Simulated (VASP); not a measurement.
Crystal: Mg.

```
CELL_PARAMETERS angstrom
3.16593 0.00000 0.00000
-1.58296 2.74177 0.00000
0.00000 0.00000 5.13988
ATOMIC_POSITIONS crystal
Mg 0.66667 0.33333 0.75000
Mg 0.33333 0.66667 0.25000
```

Base run:

```yaml
Program: VASP 6.6.1
Functional: RPBE
Dispersion: D3(BJ)
Potentials_or_basis: VASP PAW PBE potentials, release 64 (Mg)
Cutoff: 520 eV
k_mesh: 10 × 10 × 5
Occupations: fermi-dirac, width 0.05 eV
Spin: no spin polarisation
```

Its results: band gap on the k mesh zero (band 2 reaches 3.52 eV, above the bottom of band 3 at 1.68 eV); pressure -12.5 GPa.

Question: The run is repeated on the same cell with these changes: dispersion from D3(BJ) to D4. What comes out?

Answer: Band gap on the k mesh zero (band 2 reaches 3.52 eV, above the bottom of band 3 at 1.68 eV); pressure 1.2 GPa.

Caveats: the PAW data sets were made with another functional, which shifts forces and pressure a little; pairwise dispersion overbinds metals, which lowers pressure and volume.
